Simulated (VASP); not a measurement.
# Ta (R-3m) in VASP: a series of runs, part 2 of 2

VASP 6.6.1. Earlier steps stand in the parts before.

**3. Single point, PBEsol (equal xy, yz and zx shear strains of -2 %)**

The input, INCAR:

```
SYSTEM = Ta
PREC     = Accurate       ! precision mode
ENCUT    = 520            ! plane-wave cutoff, eV
EDIFF    = 1E-7           ! SCF threshold, eV
ISMEAR   = -1             ! smearing method
SIGMA    = 0.08           ! smearing width, eV
LREAL    = .FALSE.        ! projectors in reciprocal space
LASPH    = .TRUE.         ! aspherical terms in the spheres
NELM     = 60             ! most SCF steps
ALGO     = Normal         ! electronic algorithm
ISIF     = 2              ! what is computed and relaxed
LWAVE    = .FALSE.        ! write WAVECAR
LCHARG   = .FALSE.        ! write CHGCAR
GGA      = PS             ! functional
NBANDS   = 12             ! bands
```

The input, KPOINTS:

```
Automatic mesh
0
G
  17 17 17
  0 0 0
```

The input, POSCAR:

```
Ta
1.0
   -1.6843056000      1.6512800000      1.6512800000
    1.6512800000     -1.6843056000      1.6512800000
    1.6512800000      1.6512800000     -1.6843056000
Ta
1
Direct
    0.0000000000      0.0000000000      0.0000000000
```

Potentials or basis: VASP PAW PBE potentials, release 64 (Ta_pv).

On the command line:

```console
$ cat potpaw_PBE.64/Ta_pv/POTCAR > POTCAR
$ mpirun -np 1 vasp_std > vasp.out
```

OUTCAR:

```text
SYSTEM = Ta
   PREC = Accurate
   ENCUT = 520
   EDIFF = 1E-7
   ISMEAR = -1
   LREAL = .FALSE.
   LASPH = .TRUE.
   NELM = 60
   ISIF = 2
   GGA = PS

 ion  position               nearest neighbor table
   1  0.000  0.000  0.000-

  LATTYP: Found a trigonal (rhomboedric) cell.
 ALAT       =     2.8792944676
 COS(alpha) =    -0.3420602552

  Lattice vectors:

 A1 = (  -1.6843056000,   1.6512800000,   1.6512800000)
 A2 = (   1.6512800000,  -1.6843056000,   1.6512800000)
 A3 = (   1.6512800000,   1.6512800000,  -1.6843056000)

Analysis of symmetry for initial positions (statically):
=====================================================================
 Subroutine PRICEL returns:
 Original cell was already a primitive cell.

 Routine SETGRP: Setting up the symmetry group for a
 trigonal (rhombohedral) supercell.

 Subroutine GETGRP returns: Found 12 space group operations
 (whereof 12 operations were pure point group operations)
 out of a pool of 12 trial point group operations.

The static configuration has the point symmetry D_3d.

Analysis of symmetry for dynamics (positions and initial velocities):
=====================================================================
 Subroutine PRICEL returns:
 Original cell was already a primitive cell.

 Routine SETGRP: Setting up the symmetry group for a
 trigonal (rhombohedral) supercell.

 Subroutine GETGRP returns: Found 12 space group operations
 (whereof 12 operations were pure point group operations)
 out of a pool of 12 trial point group operations.

The dynamic configuration has the point symmetry D_3d.

 Subroutine INISYM returns: Found 12 space group operations
 (whereof 12 operations are pure point group operations),
 and found     1 'primitive' translations

----------------------------------------------------------------------------------------

                                     Primitive cell

  volume of cell :      18.0049

  direct lattice vectors                    reciprocal lattice vectors
    -1.684305600  1.651280000  1.651280000     0.006118315  0.305915748  0.305915748
     1.651280000 -1.684305600  1.651280000     0.305915748  0.006118315  0.305915748
     1.651280000  1.651280000 -1.684305600     0.305915748  0.305915748  0.006118315

  length of vectors
     2.879294468  2.879294468  2.879294468     0.432673460  0.432673460  0.432673460

  position of ions in fractional coordinates (direct lattice)
     0.000000000  0.000000000  0.000000000

  ion indices of the primitive-cell ions
   primitive index   ion index
                 1           1

----------------------------------------------------------------------------------------

 KPOINTS: Automatic mesh

Automatic generation of k-mesh.
 Grid dimensions read from file:
 generate k-points for:   17   17   17

 Generating k-lattice:

  Cartesian coordinates                     Fractional coordinates (reciprocal lattice)
     0.000359901  0.017995044  0.017995044     0.058823529 -0.000000000 -0.000000000
     0.017995044  0.000359901  0.017995044    -0.000000000  0.058823529 -0.000000000
     0.017995044  0.017995044  0.000359901    -0.000000000 -0.000000000  0.058823529

  Length of vectors
     0.025451380  0.025451380  0.025451380

  Shift w.r.t. Gamma in fractional coordinates (k-lattice)
     0.000000000  0.000000000  0.000000000

 Subroutine IBZKPT returns following result:
 ===========================================

 Found    489 irreducible k-points:

 Following reciprocal coordinates:
            Coordinates               Weight
  0.000000  0.000000  0.000000      1.000000
  0.058824  0.000000  0.000000      6.000000
  0.117647  0.000000  0.000000      6.000000
  0.176471  0.000000  0.000000      6.000000
  0.235294  0.000000  0.000000      6.000000
  0.294118  0.000000  0.000000      6.000000
[... 16 lines left out ...]
 -0.176471  0.058824 -0.000000     12.000000
 -0.117647  0.058824 -0.000000     12.000000
 [... further k-points ...]
   k-points           NKPTS =    489   k-points in BZ     NKDIM =    489   number of bands    NBANDS=     12
   number of dos      NEDOS =    301   number of ions     NIONS =      1
   total plane-waves  NPLWV =  13824
   dimension x,y,z NGX =    24 NGY =   24 NGZ =   24
   dimension x,y,z NGXF=    48 NGYF=   48 NGZF=   48
   ions per type =               1
   NGX,Y,Z   is equivalent  to a cutoff of  13.86, 13.86, 13.86 a.u.
   NGXF,Y,Z  is equivalent  to a cutoff of  27.71, 27.71, 27.71 a.u.
 SYSTEM =  Ta
   PREC   = accura    normal or accurate (medium, high low for compatibility)
   ISTART =      0    job   : 0-new  1-cont  2-samecut
   ICHARG =      2    charge: 1-file 2-atom 10-const
   ISPIN  =      1    spin polarized calculation?
   LNONCOLLINEAR =      F non collinear calculations
   LSORBIT =      F    spin-orbit coupling
   LASPH  =      T    aspherical Exc in radial PAW
   ENCUT  =  520.0 eV  38.22 Ry    6.18 a.u.   5.35  5.35  5.35*2*pi/ulx,y,z
   NELM   =     60;   NELMIN=  2; NELMDL= -5     # of ELM steps
   EDIFF  = 0.1E-06   stopping-criterion for ELM
   LREAL  =      F    real-space projection
   EDIFFG = 0.1E-05   stopping-criterion for IOM
   NSW    =      0    number of steps for IOM
   IBRION =     -1    ionic relax: 0-MD 1-quasi-New 2-CG
   NFREE  =      0    steps in history (QN), initial steepest desc. (CG)
   ISIF   =      2    stress and relaxation
   ISYM   =      2    0-nonsym 1-usesym 2-fastsym
   POTIM  = 0.5000    time-step for ionic-motion
   TEBEG  =    0.0;   TEEND  =   0.0 temperature during run
   PSTRESS=    0.0 pullay stress
   NELECT =      11.0000    total number of electrons
   NUPDOWN=      -1.0000    fix difference up-down
   EMIN   =  10.00;   EMAX   =-10.00  energy-range for DOS
   EFERMI =   0.00;   METHOD = LEGACY
   ISMEAR =    -1;   SIGMA  =   0.08  broadening in eV -4-tet -1-fermi 0-gaus
   EFERMI_NEDOS =   21; number of points for ismear=-14 and -15
   IALGO  =     38    algorithm
   IMIX   =      4    mixing-type and parameters
     AMIX     =   0.40;   BMIX     =  1.00
     AMIX_MAG =   1.60;   BMIX_MAG =  1.00
  volume/ion in A,a.u.               =      18.00       121.50
  Fermi-wavevector in a.u.,A,eV,Ry     =   1.389127  2.625070 26.254820  1.929675
  Thomas-Fermi vector in A             =   2.513188
   LORBIT       =      0    0 simple, 1 ext, 2 COOP (PROOUT), +10 PAW based schemes
   GGA     = PS    functional components
   LHFCALC =     F    Hartree Fock is set to
   AEXX    =    0.0000 exact exchange contribution
   IVDW    =     0    specifies the selected vdW correction
   LEPSILON=     F    determine dielectric tensor
   LRPA    =     F    only Hartree local field effects (RPA)
 non-spin polarized calculation
  energy-cutoff  :      520.00
  volume of cell :       18.00
 maximum number of plane-waves:       504
 NGX is ok and might be reduce to    24
   NGX = 11   NGY = 11   NGZ = 11

 number of electron      11.0000000 magnetization

 Free energy of the ion-electron system (eV)
  ---------------------------------------------------
  ext. energy  EPLUGINS =         0.00000000
  ---------------------------------------------------
  free energy    TOTEN  =       -12.55717047 eV

  energy without entropy =      -12.52928952  energy(sigma->0) =      -12.54322999

 E-fermi :   5.3226     XC(G=0): -12.7292

 val. band max:        5.3197266025   @ k =  -0.2353  -0.4706   0.1765
 cond. band min:       5.3246683988   @ k =   0.4118   0.3529   0.0588
 fundamental gap:      0.0049417963
 Fermi energy:         5.3225690172

 k-point     1 :       0.0000    0.0000    0.0000
  band No.  band energies     occupation
      1     -27.7306      2.00000
      2     -27.7306      2.00000
      3     -27.6303      2.00000
      4      -2.6055      2.00000
      5       5.7220      0.01348
      6       6.1853      0.00004
      7       6.1853      0.00004
      8       9.3457      0.00000
      9       9.3457      0.00000
     10      19.9898      0.00000
     11      19.9914      0.00000
     12      20.5624      0.00000
[... 331 lines left out ...]
 k-point    24 :      -0.1176    0.0588   -0.0000
  band No.  band energies     occupation
      1     -27.8432      2.00000
      2     -27.7446      2.00000
      3     -27.6684      2.00000
      4      -2.1503      2.00000
      5       5.6342      0.03984
      6       5.9112      0.00128
      7       6.6024      0.00000
      8       8.9023      0.00000
      9       9.4010      0.00000
     10      19.9892      0.00000
     11      20.7364      0.00000
     12      21.0992      0.00000

 [... further k-points ...]

------------------------ aborting loop because EDIFF is reached ----------------------------------------

  FORCE on cell =-STRESS in cart. coord.  units (eV):
  Direction    XX          YY          ZZ          XY          YZ          ZX
  --------------------------------------------------------------------------------------
  -------------------------------------------------------------------------------------
  Total       -0.3892425     -0.3892425     -0.3892425      0.1605124      0.1605124      0.1605124
  in kB      -34.6369641    -34.6369641    -34.6369641     14.2832875     14.2832875     14.2832875
  external PRESSURE =     -34.6369641 kB  Pullay stress =       0.0000000 kB

 VOLUME and BASIS-vectors are now :
 -----------------------------------------------------------------------------
  energy-cutoff  :      520.00
  volume of cell :       18.00
      direct lattice vectors                 reciprocal lattice vectors
    -1.684305600  1.651280000  1.651280000     0.006118315  0.305915748  0.305915748
     1.651280000 -1.684305600  1.651280000     0.305915748  0.006118315  0.305915748
     1.651280000  1.651280000 -1.684305600     0.305915748  0.305915748  0.006118315

 POSITION                                       TOTAL-FORCE (eV/Angst)
 -----------------------------------------------------------------------------------
      0.00000      0.00000      0.00000         0.000000     -0.000000     -0.000000
 -----------------------------------------------------------------------------------
    total drift:                               -0.000000      0.000000      0.000000

  FREE ENERGIE OF THE ION-ELECTRON SYSTEM (eV)
  ---------------------------------------------------
  free  energy   TOTEN  =       -12.5571704712 eV

  energy  without entropy=      -12.5292895165  energy(sigma->0) =      -12.54322999
```

Run time: 49 s. Hardware: 1 thread of AMD EPYC 9R45 (Zen 5), shared host; peak memory 0.19 GiB.

What came out:

```yaml
Free_energy: -12.5572 eV
Pressure: -3.5 GPa
Band_gap_on_the_k_mesh: zero (an odd number of electrons rules out a gap without spin polarisation)
```

Caveat: the cell differs from its parent crystal (equal xy, yz and zx shear strains of -2 %); the cell stands under tension; the PAW data sets were made with another functional, which shifts forces and pressure a little; spin-orbit coupling is left out, which moves the levels of the heavy elements.

**4. Single point, PBEsol (equal xy, yz and zx shear strains of +1 %)**

The input, INCAR:

```
SYSTEM = Ta
PREC = Accurate ; ENCUT = 520
EDIFF = 1E-7 ; ISMEAR = -1
SIGMA = 0.08 ; LREAL = .FALSE.
LASPH = .TRUE. ; NELM = 100
ALGO = Normal ; ISIF = 2
LWAVE = .FALSE. ; LCHARG = .TRUE.
GGA = PS ; LELF = .TRUE.
LVHAR = .TRUE. ; NBANDS = 12
```

The input, KPOINTS:

```
regular mesh
0
G
  17 17 17
  0 0 0
```

The input, POSCAR:

```
Ta
1.0
   -1.6347672000      1.6512800000      1.6512800000
    1.6512800000     -1.6347672000      1.6512800000
    1.6512800000      1.6512800000     -1.6347672000
Ta
1
Direct
    0.0000000000      0.0000000000      0.0000000000
```

On the command line:

```console
$ cat potpaw_PBE.64/Ta_pv/POTCAR > POTCAR
$ mpirun -np 1 vasp_std > vasp.out
```

Run time: 51 s. Hardware: 1 thread of AMD EPYC 9R45 (Zen 5), shared host; peak memory 0.19 GiB.

It converged, with:

```yaml
Free_energy: -12.5608 eV
Pressure: -3.6 GPa
Band_gap_on_the_k_mesh: zero (an odd number of electrons rules out a gap without spin polarisation)
```

Stress tensor (GPa, compression positive):
```
-3.59 -0.76 -0.76
-0.76 -3.59 -0.76
-0.76 -0.76 -3.59
```

Levels at points of the mesh, in eV from the Fermi level:
| k point | band 2 | band 3 | band 4 | band 5 | band 6 | band 7 | band 8 | band 9 | band 10 | band 11 |
| --- | --- | --- | --- | --- | --- | --- | --- | --- | --- | --- |
| (0.00, 0.00, 0.00) | -33.01 | -33.01 | -7.93 | 0.64 | 0.64 | 0.88 | 4.00 | 4.00 | 14.66 | 14.95 |

Caveat: the cell differs from its parent crystal (equal xy, yz and zx shear strains of +1 %); the cell stands under tension; the PAW data sets were made with another functional, which shifts forces and pressure a little; spin-orbit coupling is left out, which moves the levels of the heavy elements.

**5. Summary**

```csv
cell,gap on the mesh (eV),pressure (GPa)
"a = 2.841 Å, angles 108.9°, 1 atom",none,-3.5
"a = 2.879 Å, angles 110.0°, 1 atom",none,-3.5
"a = 2.851 Å, angles 109.2°, 1 atom",none,-3.6
```

Alike in all rows: task single point; level PBEsol; potentials or basis VASP PAW PBE potentials, release 64 (Ta_pv); no spin polarisation; k mesh 17 × 17 × 17; cutoff (eV) 520; smearing fermi-dirac 0.08 eV.

Caveats: the cell stands under tension; the PAW data sets were made with another functional, which shifts forces and pressure a little; spin-orbit coupling is left out, which moves the levels of the heavy elements.

Absolute energies hang on the potentials; compare differences alone.
